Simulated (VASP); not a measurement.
# HfSi (Pnma) in VASP: single point with r2SCAN

Aim: the single point of HfSi with r2SCAN.

Everything below comes from runs of VASP 6.6.1. Logs are shortened: lines on timing, memory, paths and dates and some standing lists are left out, and cuts for length are marked.

### 1 The cell of the first run

The structure is orthorhombic, space group Pnma (No. 62). The conventional cell has a = 7.275 Å, b = 3.549 Å, c = 5.225 Å, α = 90.00°, β = 90.00°, γ = 90.00°. Hf (site symmetry m) has 7 Si at 2.68 to 3.01 Å and 8 Hf at 3.34 to 3.55 Å within 3.6 Å. Within 3.1 Å of Si (site symmetry m) lie 2 Si at 2.38 Å and 7 Hf at 2.68 to 3.01 Å.

### 2 Single point, r2SCAN (strain +0.0600 x Voigt [1, -1, 0, 0, 0, 0])

File POSCAR:

```
HfSi
1.0
    7.2746150554      0.0000000000      0.0000000000
    0.0000000000      3.5486480686      0.0000000000
    0.0000000000      0.0000000000      5.2250393614
Hf Si
4 4
Direct
    0.1756138749      0.2500000000      0.1261301678
    0.3243861251      0.7500000000      0.6261301678
    0.6756138749      0.2500000000      0.3738698322
    0.8243861251      0.7500000000      0.8738698322
    0.0428633008      0.2500000000      0.6390606762
    0.4571366992      0.7500000000      0.1390606762
    0.5428633008      0.2500000000      0.8609393238
    0.9571366992      0.7500000000      0.3609393238
```

File INCAR.step1:

```
SYSTEM = HfSi
PREC = Accurate ; ENCUT = 520
ISMEAR = 0 ; SIGMA = 0.15
LREAL = .FALSE. ; LASPH = .TRUE.
NELM = 100 ; NBANDS = 38
GGA = PE ; ALGO = Normal
EDIFF = 1E-4 ; LWAVE = .TRUE.
LCHARG = .FALSE.
```

File INCAR.step2:

```
SYSTEM = HfSi
PREC = Accurate ; ENCUT = 520
EDIFF = 1E-7 ; ISMEAR = 0
SIGMA = 0.15 ; LREAL = .FALSE.
LASPH = .TRUE. ; NELM = 100
ALGO = Normal ; ISIF = 2
LWAVE = .FALSE. ; LCHARG = .FALSE.
METAGGA = R2SCAN ; LMIXTAU = .TRUE.
NBANDS = 38 ; ISTART = 1
```

File KPOINTS:

```
regular mesh
0
G
  6 10 8
  0 0 0
```

Potentials or basis: VASP PAW PBE potentials, release 64 (Hf_pv, Si).

Launch:

```sh
> cat potpaw_PBE.64/Hf_pv/POTCAR potpaw_PBE.64/Si/POTCAR > POTCAR
> cp INCAR.step1 INCAR
> mpirun -np 1 vasp_std > vasp.out
> cp INCAR.step2 INCAR
> mpirun -np 1 vasp_std > vasp.out
```

OUTCAR:

```text
SYSTEM = HfSi
   PREC = Accurate
   ENCUT = 520
   EDIFF = 1E-7
   ISMEAR = 0
   LREAL = .FALSE.
   LASPH = .TRUE.
   NELM = 100
   ISIF = 2
   METAGGA = R2SCAN
   ISTART = 1

 ion  position               nearest neighbor table
   1  0.176  0.250  0.126-   8 2.68   8 2.68   6 2.71   6 2.71   5 2.72   5 2.85   7 3.01   2 3.34
                             2 3.34   2 3.34   2 3.34   4 3.38   4 3.38   3 3.86   3 3.86
   2  0.324  0.750  0.626-   7 2.68   7 2.68   5 2.71   5 2.71   6 2.72   6 2.85   8 3.01   1 3.34
                             1 3.34   1 3.34   1 3.34   3 3.38   3 3.38   4 3.86   4 3.86
   3  0.676  0.250  0.374-   6 2.68   6 2.68   8 2.71   8 2.71   7 2.72   7 2.85   5 3.01   4 3.34
                             4 3.34   4 3.34   4 3.34   2 3.38   2 3.38   1 3.86   1 3.86
   4  0.824  0.750  0.874-   5 2.68   5 2.68   7 2.71   7 2.71   8 2.72   8 2.85   6 3.01   3 3.34
                             3 3.34   3 3.34   3 3.34   1 3.38   1 3.38   2 3.86   2 3.86
   5  0.043  0.250  0.639-   8 2.38   8 2.38   4 2.68   4 2.68   2 2.71   2 2.71   1 2.72   1 2.85
                             3 3.01
   6  0.457  0.750  0.139-   7 2.38   7 2.38   3 2.68   3 2.68   1 2.71   1 2.71   2 2.72   2 2.85
                             4 3.01
   7  0.543  0.250  0.861-   6 2.38   6 2.38   2 2.68   2 2.68   4 2.71   4 2.71   3 2.72   3 2.85
                             1 3.01
   8  0.957  0.750  0.361-   5 2.38   5 2.38   1 2.68   1 2.68   3 2.71   3 2.71   4 2.72   4 2.85
                             2 3.01

  LATTYP: Found a simple orthorhombic cell.
 ALAT       =     3.5486480686
 B/A-ratio  =     1.4724028025
 C/A-ratio  =     2.0499680202

  Lattice vectors:

 A1 = (   0.0000000000,   3.5486480686,   0.0000000000)
 A2 = (   0.0000000000,   0.0000000000,   5.2250393614)
 A3 = (   7.2746150554,   0.0000000000,   0.0000000000)

Analysis of symmetry for initial positions (statically):
=====================================================================
 Subroutine PRICEL returns:
 Original cell was already a primitive cell.

 Routine SETGRP: Setting up the symmetry group for a
 simple orthorhombic supercell.

 Subroutine GETGRP returns: Found  8 space group operations
 (whereof  2 operations were pure point group operations)
 out of a pool of  8 trial point group operations.

The static configuration has the point symmetry S_2 .
 The point group associated with its full space group is D_2h.

Analysis of symmetry for dynamics (positions and initial velocities):
=====================================================================
 Subroutine PRICEL returns:
 Original cell was already a primitive cell.

 Routine SETGRP: Setting up the symmetry group for a
 simple orthorhombic supercell.

 Subroutine GETGRP returns: Found  8 space group operations
 (whereof  2 operations were pure point group operations)
 out of a pool of  8 trial point group operations.

The dynamic configuration has the point symmetry S_2 .
 The point group associated with its full space group is D_2h.

 Subroutine INISYM returns: Found  8 space group operations
 (whereof  2 operations are pure point group operations),
 and found     1 'primitive' translations

----------------------------------------------------------------------------------------

                                     Primitive cell

  volume of cell :     134.8846

  direct lattice vectors                    reciprocal lattice vectors
     7.274615055  0.000000000  0.000000000     0.137464318  0.000000000  0.000000000
     0.000000000  3.548648069  0.000000000     0.000000000  0.281797457  0.000000000
     0.000000000  0.000000000  5.225039361     0.000000000  0.000000000  0.191386118

  length of vectors
     7.274615055  3.548648069  5.225039361     0.137464318  0.281797457  0.191386118

  position of ions in fractional coordinates (direct lattice)
     0.175613875  0.250000000  0.126130168
     0.324386125  0.750000000  0.626130168
     0.675613875  0.250000000  0.373869832
     0.824386125  0.750000000  0.873869832
     0.042863301  0.250000000  0.639060676
     0.457136699  0.750000000  0.139060676
     0.542863301  0.250000000  0.860939324
     0.957136699  0.750000000  0.360939324

  ion indices of the primitive-cell ions
   primitive index   ion index
                 1           1
                 2           2
                 3           3
                 4           4
                 5           5
                 6           6
                 7           7
                 8           8

----------------------------------------------------------------------------------------

 KPOINTS: regular mesh

Automatic generation of k-mesh.
 Grid dimensions read from file:
 generate k-points for:    6   10    8

 Generating k-lattice:

  Cartesian coordinates                     Fractional coordinates (reciprocal lattice)
     0.022910720  0.000000000  0.000000000     0.166666667  0.000000000  0.000000000
     0.000000000  0.028179746  0.000000000     0.000000000  0.100000000  0.000000000
     0.000000000  0.000000000  0.023923265     0.000000000  0.000000000  0.125000000

  Length of vectors
     0.022910720  0.028179746  0.023923265

  Shift w.r.t. Gamma in fractional coordinates (k-lattice)
     0.000000000  0.000000000  0.000000000

 Subroutine IBZKPT returns following result:
 ===========================================

 Found    120 irreducible k-points:

 Following reciprocal coordinates:
            Coordinates               Weight
  0.000000  0.000000  0.000000      1.000000
  0.166667  0.000000  0.000000      2.000000
  0.333333  0.000000  0.000000      2.000000
  0.500000  0.000000  0.000000      1.000000
  0.000000  0.100000  0.000000      2.000000
  0.166667  0.100000  0.000000      4.000000
[... 16 lines left out ...]
  0.333333  0.500000  0.000000      2.000000
  0.500000  0.500000  0.000000      1.000000
 [... further k-points ...]
   k-points           NKPTS =    120   k-points in BZ     NKDIM =    120   number of bands    NBANDS=     38
   number of dos      NEDOS =    301   number of ions     NIONS =      8
   total plane-waves  NPLWV =  60480
   dimension x,y,z NGX =    54 NGY =   28 NGZ =   40
   dimension x,y,z NGXF=   108 NGYF=   56 NGZF=   80
   ions per type =               4   4
   NGX,Y,Z   is equivalent  to a cutoff of  12.34, 13.12, 12.73 a.u.
   NGXF,Y,Z  is equivalent  to a cutoff of  24.68, 26.23, 25.45 a.u.
 SYSTEM =  HfSi
   PREC   = accura    normal or accurate (medium, high low for compatibility)
   ISTART =      1    job   : 0-new  1-cont  2-samecut
   ICHARG =      0    charge: 1-file 2-atom 10-const
   ISPIN  =      1    spin polarized calculation?
   LNONCOLLINEAR =      F non collinear calculations
   LSORBIT =      F    spin-orbit coupling
   LASPH  =      T    aspherical Exc in radial PAW
   ENCUT  =  520.0 eV  38.22 Ry    6.18 a.u.  13.53  6.60  9.72*2*pi/ulx,y,z
   NELM   =    100;   NELMIN=  2; NELMDL=  0     # of ELM steps
   EDIFF  = 0.1E-06   stopping-criterion for ELM
   LREAL  =      F    real-space projection
   EDIFFG = 0.1E-05   stopping-criterion for IOM
   NSW    =      0    number of steps for IOM
   IBRION =     -1    ionic relax: 0-MD 1-quasi-New 2-CG
   NFREE  =      0    steps in history (QN), initial steepest desc. (CG)
   ISIF   =      2    stress and relaxation
   ISYM   =      2    0-nonsym 1-usesym 2-fastsym
   POTIM  = 0.5000    time-step for ionic-motion
   TEBEG  =    0.0;   TEEND  =   0.0 temperature during run
   PSTRESS=    0.0 pullay stress
   NELECT =      56.0000    total number of electrons
   NUPDOWN=      -1.0000    fix difference up-down
   EMIN   =  10.00;   EMAX   =-10.00  energy-range for DOS
   EFERMI =   0.00;   METHOD = LEGACY
   ISMEAR =     0;   SIGMA  =   0.15  broadening in eV -4-tet -1-fermi 0-gaus
   EFERMI_NEDOS =   21; number of points for ismear=-14 and -15
   IALGO  =     38    algorithm
   IMIX   =      4    mixing-type and parameters
     AMIX     =   0.40;   BMIX     =  1.00
     AMIX_MAG =   1.60;   BMIX_MAG =  1.00
  volume/ion in A,a.u.               =      16.86       113.78
  Fermi-wavevector in a.u.,A,eV,Ry     =   1.221284  2.307892 20.293560  1.491535
  Thomas-Fermi vector in A             =   2.356472
   LORBIT       =      0    0 simple, 1 ext, 2 COOP (PROOUT), +10 PAW based schemes
   METAGGA = R2SCAN    functional components
   LHFCALC =     F    Hartree Fock is set to
   AEXX    =    0.0000 exact exchange contribution
   IVDW    =     0    specifies the selected vdW correction
   LEPSILON=     F    determine dielectric tensor
   LRPA    =     F    only Hartree local field effects (RPA)
 non-spin polarized calculation
 Gauss-broadening in eV      SIGMA  =   0.15
  energy-cutoff  :      520.00
  volume of cell :      134.88
 maximum number of plane-waves:      3663
   NGX = 27   NGY = 13   NGZ = 19

 number of electron      56.0000003 magnetization

 Free energy of the ion-electron system (eV)
  ---------------------------------------------------
  ext. energy  EPLUGINS =         0.00000000
  ---------------------------------------------------
  free energy    TOTEN  =      -222.13274066 eV

  energy without entropy =     -222.10654594  energy(sigma->0) =     -222.11964330

 E-fermi :   7.7538     XC(G=0): -12.4324

 val. band max:        7.7524796589   @ k =   0.0000   0.0000   0.1250
 cond. band min:       7.7542277560   @ k =   0.1667   0.1000   0.3750
 fundamental gap:      0.0017480971
 Fermi energy:         7.7538338733

 k-point     1 :       0.0000    0.0000    0.0000
  band No.  band energies     occupation
      1     -24.3187      2.00000
      2     -24.3184      2.00000
      3     -24.2758      2.00000
      4     -24.2223      2.00000
      5     -24.1938      2.00000
      6     -24.0933      2.00000
[... 30 lines left out ...]
     37      10.8015      0.00000
     38      10.9601      0.00000
[... 941 lines left out ...]
     37      12.4357      0.00000
     38      12.4357      0.00000

 [... further k-points ...]

------------------------ aborting loop because EDIFF is reached ----------------------------------------

  FORCE on cell =-STRESS in cart. coord.  units (eV):
  Direction    XX          YY          ZZ          XY          YZ          ZX
  --------------------------------------------------------------------------------------
  -------------------------------------------------------------------------------------
  Total       -5.6250462      7.7000380      0.4309371      0.0000000     -0.0000000      0.0000000
  in kB      -66.8150290     91.4620508      5.1187267      0.0000000     -0.0000000      0.0000000
  external PRESSURE =       9.9219162 kB  Pullay stress =       0.0000000 kB

 VOLUME and BASIS-vectors are now :
 -----------------------------------------------------------------------------
  energy-cutoff  :      520.00
  volume of cell :      134.88
      direct lattice vectors                 reciprocal lattice vectors
     7.274615055  0.000000000  0.000000000     0.137464318  0.000000000  0.000000000
     0.000000000  3.548648069  0.000000000     0.000000000  0.281797457  0.000000000
     0.000000000  0.000000000  5.225039361     0.000000000  0.000000000  0.191386118

 POSITION                                       TOTAL-FORCE (eV/Angst)
 -----------------------------------------------------------------------------------
      1.27752      0.88716      0.65904         0.139374     -0.000000     -0.374281
      2.35978      2.66149      3.27155        -0.139374      0.000000     -0.374281
      4.91483      0.88716      1.95348         0.139374     -0.000000      0.374281
      5.99709      2.66149      4.56600        -0.139374      0.000000      0.374281
      0.31181      0.88716      3.33912         0.236007      0.000000      0.257850
      3.32549      2.66149      0.72660        -0.236007      0.000000      0.257850
      3.94912      0.88716      4.49844         0.236007     -0.000000     -0.257850
      6.96280      2.66149      1.88592        -0.236007      0.000000     -0.257850
 -----------------------------------------------------------------------------------
    total drift:                                0.000000     -0.000000     -0.000000

  FREE ENERGIE OF THE ION-ELECTRON SYSTEM (eV)
  ---------------------------------------------------
  free  energy   TOTEN  =      -222.1327406627 eV

  energy  without entropy=     -222.1065459376  energy(sigma->0) =     -222.11964330
```

Run time: 47 min. Hardware: 1 thread of Oxide Virtual Turin-like, shared host; peak memory 0.55 GiB.

Results:

| Property | Result |
| --- | --- |
| Free energy | -222.1327 eV |
| Pressure | 1.0 GPa |
| Largest force | 0.399 eV/Å |
| Band gap on the k mesh | zero (bands 28 and 29 overlap by 0.65 eV) |

Forces on the atoms (eV/Å):
```
Hf   0.139  0.000 -0.374
Hf  -0.139  0.000 -0.374
Hf   0.139  0.000  0.374
Hf  -0.139  0.000  0.374
Si   0.236  0.000  0.258
Si  -0.236  0.000  0.258
Si   0.236  0.000 -0.258
Si  -0.236  0.000 -0.258
```

Levels at points of the mesh, in eV from the Fermi level:
| k point | band 24 | band 25 | band 26 | band 27 | band 28 | band 29 | band 30 | band 31 | band 32 | band 33 |
| --- | --- | --- | --- | --- | --- | --- | --- | --- | --- | --- |
| (0.00, 0.00, 0.00) | -2.09 | -0.81 | -0.32 | -0.07 | 0.21 | 0.27 | 0.34 | 0.62 | 1.24 | 1.35 |
| (0.50, 0.00, 0.00) | -2.93 | -0.78 | -0.78 | -0.39 | -0.39 | -0.08 | -0.08 | 1.38 | 1.38 | 2.01 |
| (0.00, 0.50, 0.00) | -3.47 | -2.42 | -2.42 | -2.08 | -2.08 | 1.87 | 1.87 | 1.89 | 1.89 | 3.82 |
| (0.50, 0.50, 0.00) | -3.60 | -2.40 | -2.40 | -2.40 | -2.40 | 2.64 | 2.64 | 2.64 | 2.64 | 3.35 |
| (0.00, 0.00, 0.50) | -2.21 | -1.35 | -1.35 | 0.27 | 0.27 | 0.67 | 0.67 | 1.12 | 1.12 | 1.26 |
| (0.50, 0.00, 0.50) | -2.93 | -1.15 | -1.15 | -0.40 | -0.40 | 0.54 | 0.54 | 1.37 | 1.37 | 1.73 |
| (0.00, 0.50, 0.50) | -3.28 | -1.39 | -1.39 | -0.86 | -0.86 | -0.28 | -0.28 | 0.40 | 0.40 | 3.13 |
| (0.50, 0.50, 0.50) | -3.35 | -1.93 | -1.93 | -1.93 | -1.93 | 1.55 | 1.55 | 1.55 | 1.55 | 3.04 |

Caveat: the cell differs from its parent crystal (strain +0.0600 x Voigt [1, -1, 0, 0, 0, 0]); the stress differs along the axes, from -7 to 9 GPa; the PAW data sets were made with another functional, which shifts forces and pressure a little; spin-orbit coupling is left out, which moves the levels of the heavy elements.
